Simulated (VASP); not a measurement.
# NaCl (Fm-3m) in VASP: notebook

The runs below take NaCl through elastic constants, with LDA.

Everything below comes from runs of VASP 6.6.1. Logs are shortened: lines on timing, memory, paths and dates and some standing lists are left out, and cuts for length are marked.

## Step 1: The cell of the first run

The structure is cubic, space group Fm-3m (No. 225). Conventional cell: a = 5.018 Å, b = 5.018 Å, c = 5.018 Å, α = 90.00°, β = 90.00°, γ = 90.00°. Na (site symmetry m-3m) has 6 Cl at 2.51 Å within 3.3 Å. Cl (site symmetry m-3m) has 6 Na at 2.51 Å within 3.3 Å.

## Step 2: Elastic constants, LDA

Contents of INCAR:

```
ALGO = Normal ; EDIFF = 1E-8
ENCUT = 600 ; GGA = CA
IBRION = 6 ; ISIF = 3
ISMEAR = 0 ; LASPH = True
LCHARG = False ; LREAL = False
LWAVE = False ; NELM = 60
NFREE = 2 ; NSW = 1
POTIM = 0.015 ; PREC = Accurate
SIGMA = 0.01
```

Contents of KPOINTS:

```
k-points
0
Gamma
  8 8 8
```

Contents of POSCAR:

```
NaCl
1.0
    0.0000000000      2.5091664514      2.5091664514
    2.5091664514      0.0000000000      2.5091664514
    2.5091664514      2.5091664514      0.0000000000
Na Cl
1 1
Direct
    0.0000000000      0.0000000000      0.0000000000
    0.5000000000      0.5000000000      0.5000000000
```

Potentials or basis: VASP PAW LDA potentials, release 64 (Na_pv, Cl).

Started as:

```sh
$ cat potpaw_LDA.64/Na_pv/POTCAR potpaw_LDA.64/Cl/POTCAR > POTCAR
$ mpirun -np 1 vasp_std > vasp.out
```

OUTCAR:

```text
EDIFF = 1E-8
   ENCUT = 600
   GGA = CA
   IBRION = 6
   ISIF = 3
   ISMEAR = 0
   LASPH = True
   LREAL = False
   NELM = 60
   NFREE = 2
   NSW = 1
   POTIM = 0.015
   PREC = Accurate

 ion  position               nearest neighbor table
   1  0.000  0.000  0.000-   2 2.51   2 2.51   2 2.51   2 2.51   2 2.51   2 2.51
   2  0.500  0.500  0.500-   1 2.51   1 2.51   1 2.51   1 2.51   1 2.51   1 2.51

  LATTYP: Found a face centered cubic cell.
 ALAT       =     5.0183329028

  Lattice vectors:

 A1 = (   0.0000000000,   2.5091664514,   2.5091664514)
 A2 = (   2.5091664514,   0.0000000000,   2.5091664514)
 A3 = (   2.5091664514,   2.5091664514,   0.0000000000)

Analysis of symmetry for initial positions (statically):
=====================================================================
 Subroutine PRICEL returns:
 Original cell was already a primitive cell.

 Routine SETGRP: Setting up the symmetry group for a
 face centered cubic supercell.

 Subroutine GETGRP returns: Found 48 space group operations
 (whereof 48 operations were pure point group operations)
 out of a pool of 48 trial point group operations.

The static configuration has the point symmetry O_h .

Analysis of symmetry for dynamics (positions and initial velocities):
=====================================================================
 Subroutine PRICEL returns:
 Original cell was already a primitive cell.

 Routine SETGRP: Setting up the symmetry group for a
 face centered cubic supercell.

 Subroutine GETGRP returns: Found 48 space group operations
 (whereof 48 operations were pure point group operations)
 out of a pool of 48 trial point group operations.

The dynamic configuration has the point symmetry O_h .

 Subroutine INISYM returns: Found 48 space group operations
 (whereof 48 operations are pure point group operations),
 and found     1 'primitive' translations

----------------------------------------------------------------------------------------

                                     Primitive cell

  volume of cell :      31.5950

  direct lattice vectors                    reciprocal lattice vectors
     0.000000000  2.509166451  2.509166451    -0.199269363  0.199269363  0.199269363
     2.509166451  0.000000000  2.509166451     0.199269363 -0.199269363  0.199269363
     2.509166451  2.509166451  0.000000000     0.199269363  0.199269363 -0.199269363

  length of vectors
     3.548497226  3.548497226  3.548497226     0.345144661  0.345144661  0.345144661

  position of ions in fractional coordinates (direct lattice)
     0.000000000  0.000000000  0.000000000
     0.500000000  0.500000000  0.500000000

  ion indices of the primitive-cell ions
   primitive index   ion index
                 1           1
                 2           2

----------------------------------------------------------------------------------------

 KPOINTS: k-points

Automatic generation of k-mesh.
 Grid dimensions read from file:
 generate k-points for:    8    8    8

 Generating k-lattice:

[... 111 lines left out ...]

------------------------ aborting loop because EDIFF is reached ----------------------------------------

  FORCE on cell =-STRESS in cart. coord.  units (eV):
  Direction    XX          YY          ZZ          XY          YZ          ZX
  --------------------------------------------------------------------------------------
  -------------------------------------------------------------------------------------
  Total        2.9914191      2.9914191      2.9914191      0.0000000      0.0000000      0.0000000
  in kB      151.6943592    151.6943592    151.6943592      0.0000000      0.0000000      0.0000000
  external PRESSURE =     151.6943592 kB  Pullay stress =       0.0000000 kB
[... 89 lines left out ...]
  FREE ENERGIE OF THE ION-ELECTRON SYSTEM (eV)
  ---------------------------------------------------
  free  energy   TOTEN  =        -6.9963793120 eV

  energy  without entropy=       -6.9963793120  energy(sigma->0) =       -6.99637931

[... ionic steps 4 to 14 ...]

--------------------------------------- Ionic step       15  -------------------------------------------

 number of electron      14.0000002 magnetization

------------------------ aborting loop because EDIFF is reached ----------------------------------------
[... 67 lines left out ...]
--------------------------------------- Ionic step       17  -------------------------------------------

 number of electron      14.0000004 magnetization

 Free energy of the ion-electron system (eV)
  ---------------------------------------------------
  ext. energy  EPLUGINS =         0.00000000
  ---------------------------------------------------
  free energy    TOTEN  =        -7.04577085 eV

  energy without entropy =       -7.04577085  energy(sigma->0) =       -7.04577085

 E-fermi :   1.7365     XC(G=0): -10.3267

 val. band max:        1.6786796252   @ k =   0.0000   0.0000   0.0000
 cond. band min:       8.1189413480   @ k =   0.0000   0.0000   0.0000
 fundamental gap:      6.4402617228
 Fermi energy:         1.7364517954

 k-point     1 :       0.0000    0.0000    0.0000
  band No.  band energies     occupation
      1     -18.7866      2.00000
      2     -18.7865      2.00000
      3     -18.7865      2.00000
      4     -12.0467      2.00000
      5       1.6787      2.00000
      6       1.6787      2.00000
      7       1.6787      2.00000
      8       8.1189      0.00000
      9      12.6511      0.00000
     10      12.6511      0.00000
     11      12.6511      0.00000
[... 309 lines left out ...]
 k-point    24 :      -0.3750    0.2500    0.1250
  band No.  band energies     occupation
      1     -18.9061      2.00000
      2     -18.8226      2.00000
      3     -18.8048      2.00000
      4     -11.0314      2.00000
      5      -1.2567      2.00000
      6       0.2353      2.00000
      7       0.8638      2.00000
      8      10.4702      0.00000
      9      11.8645      0.00000
     10      13.4844      0.00000
     11      14.3381      0.00000

 [... further k-points ...]

------------------------ aborting loop because EDIFF is reached ----------------------------------------

  FORCE on cell =-STRESS in cart. coord.  units (eV):
  Direction    XX          YY          ZZ          XY          YZ          ZX
  --------------------------------------------------------------------------------------
  -------------------------------------------------------------------------------------
  Total        2.9982152      2.9909205      2.9909205      0.0000000      0.0000000     -0.0000000
  in kB      152.0389907    151.6690737    151.6690737      0.0000000      0.0000000     -0.0000000
  external PRESSURE =     151.7923793 kB  Pullay stress =       0.0000000 kB
[... 17 lines left out ...]
  FREE ENERGIE OF THE ION-ELECTRON SYSTEM (eV)
  ---------------------------------------------------
  free  energy   TOTEN  =        -7.0457708477 eV

  energy  without entropy=       -7.0457708477  energy(sigma->0) =       -7.04577085

 INTERNAL STRAIN TENSORS FROM STRAINED CELLS
 ============================================

 INTERNAL STRAIN TENSOR FOR ION    1 for displacements in x,y,z  (eV/Angst):
          X           Y           Z          XY          YZ          ZX
  --------------------------------------------------------------------------------
  x     0.00000    -0.00000    -0.00000     0.00000     0.00000    -0.00000
  y     0.00000     0.00000     0.00000    -0.00000    -0.00000    -0.00000
  z    -0.00000     0.00000     0.00000    -0.00000     0.00000     0.00000

 INTERNAL STRAIN TENSORS FROM DISPLACED ATOMS
 ============================================

 INTERNAL STRAIN TENSOR FOR ION    1 for displacements in x,y,z  (eV/Angst):
          X           Y           Z          XY          YZ          ZX
  --------------------------------------------------------------------------------
  x     0.00000     0.00000     0.00000     0.00000     0.00000     0.00000
  y     0.00000     0.00000     0.00000     0.00000     0.00000     0.00000
  z     0.00000     0.00000     0.00000     0.00000     0.00000     0.00000

 INTERNAL STRAIN TENSOR FOR ION    2 for displacements in x,y,z  (eV/Angst):
          X           Y           Z          XY          YZ          ZX
  --------------------------------------------------------------------------------
  x     0.00000     0.00000     0.00000     0.00000     0.00000     0.00000
  y     0.00000     0.00000     0.00000     0.00000     0.00000     0.00000
  z     0.00000     0.00000     0.00000     0.00000     0.00000     0.00000

 Eigenvectors and eigenvalues of the dynamical matrix
 ----------------------------------------------------

   1 f  =    9.512256 THz    59.767269 2PiTHz  317.294719 cm-1    39.339514 meV
             X         Y         Z           dx          dy          dz
      0.000000  0.000000  0.000000     0.000000   -0.000000    0.778926
      2.509166  2.509166  2.509166    -0.000000   -0.000000   -0.627116
[... 21 lines left out ...]
   6 f/i=    0.000979 THz     0.006152 2PiTHz    0.032660 cm-1     0.004049 meV
             X         Y         Z           dx          dy          dz
      0.000000  0.000000  0.000000     0.590970    0.207271   -0.032670
      2.509166  2.509166  2.509166     0.734030    0.257446   -0.040579

--------------------------------------------------------------------------------------------------------

 ELASTIC MODULI CONTR FROM IONIC RELAXATION (kBar)
 Direction    XX          YY          ZZ          XY          YZ          ZX
 --------------------------------------------------------------------------------
 XX           0.0000      0.0000      0.0000      0.0000      0.0000      0.0000
 YY           0.0000      0.0000      0.0000      0.0000      0.0000      0.0000
 ZZ           0.0000      0.0000      0.0000      0.0000      0.0000      0.0000
 XY           0.0000      0.0000      0.0000      0.0000      0.0000      0.0000
 YZ           0.0000      0.0000      0.0000      0.0000      0.0000      0.0000
 ZX           0.0000      0.0000      0.0000      0.0000      0.0000      0.0000
 --------------------------------------------------------------------------------

 TOTAL ELASTIC MODULI (kBar)
 Direction    XX          YY          ZZ          XY          YZ          ZX
 --------------------------------------------------------------------------------
 XX        2034.8070    186.0967    186.0967      0.0000     -0.0000     -0.0000
 YY         186.0967   2034.8070    186.0967     -0.0000      0.0000      0.0000
 ZZ         186.0967    186.0967   2034.8070     -0.0000     -0.0000     -0.0000
 XY           0.0000     -0.0000     -0.0000    128.1190     -0.0000     -0.0000
 YZ          -0.0000      0.0000     -0.0000     -0.0000    128.1190      0.0000
 ZX          -0.0000      0.0000     -0.0000     -0.0000      0.0000    128.1190
 --------------------------------------------------------------------------------
```

It took 7.5 min on 1 thread of AMD EPYC 9R45 (Zen 5), shared host; peak memory 0.18 GiB.

What came out:

| Property | Result |
| --- | --- |
| Elastic constants C11, C12, C44 | 203, 19, 13 GPa |
| Voigt bulk modulus | 80 GPa |
| Highest phonon frequency at Γ, LO-TO splitting left out | 317 cm⁻¹ |

Phonon frequencies in cm⁻¹ (negative: imaginary):
```tsv
q point	frequencies
(0.000, 0.000, 0.000)	0 0 0 317 317 317
```

Elastic tensor in Voigt notation (GPa, in the Cartesian axes of the cell as first typed):
```
203  19  19   0   0   0
 19 203  19   0   0   0
 19  19 203   0   0   0
  0   0   0  13   0   0
  0   0   0   0  13   0
  0   0   0   0   0  13
```

Clamped-ion elastic tensor (GPa):
```
203  19  19   0   0   0
 19 203  19   0   0   0
 19  19 203   0   0   0
  0   0   0  13   0   0
  0   0   0   0  13   0
  0   0   0   0   0  13
```

Caveat: the cell is under stress, which shifts elastic constants.

## Step 3: Elastic constants, LDA

This run uses another cell than the first one, of 16.77 Å³/atom.

Contents of INCAR:

```
SYSTEM = NaCl
PREC = Accurate ; ENCUT = 600
EDIFF = 1E-8 ; ISMEAR = 0
SIGMA = 0.01 ; LREAL = .FALSE.
LASPH = .TRUE. ; NELM = 60
ALGO = Normal ; ISIF = 3
LWAVE = .FALSE. ; LCHARG = .FALSE.
IBRION = 6 ; NFREE = 2
POTIM = 0.015 ; NSW = 1
```

Contents of KPOINTS:

```
regular mesh
0
G
  8 8 8
  0 0 0
```

Contents of POSCAR:

```
NaCl
1.0
    0.0000000000      2.5595354740      2.5595354740
    2.5595354740      0.0000000000      2.5595354740
    2.5595354740      2.5595354740      0.0000000000
Na Cl
1 1
Direct
    0.0000000000      0.0000000000      0.0000000000
    0.5000000000      0.5000000000      0.5000000000
```

Potentials or basis: VASP PAW LDA potentials, release 64 (Na_pv, Cl).

Started as:

```sh
$ cat potpaw_LDA.64/Na_pv/POTCAR potpaw_LDA.64/Cl/POTCAR > POTCAR
$ mpirun -np 1 vasp_std > vasp.out
```

Run time: 8.6 min. Hardware: 1 thread of AMD EPYC 9R45 (Zen 5), shared host; peak memory 0.2 GiB.

Results (log left out):

```
Elastic constants C11, C12, C44                         : 162, 17, 13 GPa
Voigt bulk modulus                                      : 65 GPa
Highest phonon frequency at Γ, LO-TO splitting left out : 285 cm⁻¹
```

Phonon frequencies in cm⁻¹ (negative: imaginary):
```
              q point        frequencies
(0.000, 0.000, 0.000)  0 0 0 285 285 285
```

Elastic tensor in Voigt notation (GPa, in the Cartesian axes of the cell as first typed):
```
162  17  17   0   0   0
 17 162  17   0   0   0
 17  17 162   0   0   0
  0   0   0  13   0   0
  0   0   0   0  13   0
  0   0   0   0   0  13
```

Clamped-ion elastic tensor (GPa):
```
162  17  17   0   0   0
 17 162  17   0   0   0
 17  17 162   0   0   0
  0   0   0  13   0   0
  0   0   0   0  13   0
  0   0   0   0   0  13
```

Caveat: the cell is under stress, which shifts elastic constants.

## Step 4: Elastic constants, LDA

This run uses another cell than the first one, of 17.51 Å³/atom.

Contents of INCAR:

```
ALGO     = Normal         # electronic algorithm
EDIFF    = 1E-8           # SCF threshold, eV
ENCUT    = 600            # plane-wave cutoff, eV
GGA      = CA             # functional
IBRION   = 6              # ionic algorithm
ISIF     = 3              # what is computed and relaxed
ISMEAR   = 0              # smearing method
LASPH    = True           # aspherical terms in the spheres
LCHARG   = False          # write CHGCAR
LREAL    = False          # projectors in reciprocal space
LWAVE    = False          # write WAVECAR
NBANDS   = 14             # bands
NELM     = 80             # most SCF steps
NFREE    = 2            
NSW      = 1              # ionic steps
POTIM    = 0.015          # step
PREC     = Accurate       # precision mode
SIGMA    = 0.01           # smearing width, eV
```

Contents of KPOINTS:

```
k-points
0
Gamma
  8 8 8
```

Contents of POSCAR:

```
NaCl
1.0
    0.0000000000      2.5969402262      2.5969402262
    2.5969402262      0.0000000000      2.5969402262
    2.5969402262      2.5969402262      0.0000000000
Na Cl
1 1
Direct
    0.0000000000      0.0000000000      0.0000000000
    0.5000000000      0.5000000000      0.5000000000
```

Started as:

```sh
$ cat potpaw_LDA.64/Na_pv/POTCAR potpaw_LDA.64/Cl/POTCAR > POTCAR
$ mpirun -np 1 vasp_std > vasp.out
```

It took 9.2 min on 1 thread of AMD EPYC 9R45 (Zen 5), shared host; peak memory 0.22 GiB.

Results (log left out):

```
Elastic constants C11, C12, C44                         : 136, 16, 13 GPa
Voigt bulk modulus                                      : 56 GPa
Highest phonon frequency at Γ, LO-TO splitting left out : 262 cm⁻¹
```

Phonon frequencies in cm⁻¹ (negative: imaginary):
```tsv
q point	frequencies
(0.000, 0.000, 0.000)	0 0 0 262 262 262
```

Elastic tensor in Voigt notation (GPa, in the Cartesian axes of the cell as first typed):
```
136  16  16   0   0   0
 16 136  16   0   0   0
 16  16 136   0   0   0
  0   0   0  13   0   0
  0   0   0   0  13   0
  0   0   0   0   0  13
```

Clamped-ion elastic tensor (GPa):
```
136  16  16   0   0   0
 16 136  16   0   0   0
 16  16 136   0   0   0
  0   0   0  13   0   0
  0   0   0   0  13   0
  0   0   0   0   0  13
```

Caveat: the cell is under stress, which shifts elastic constants.
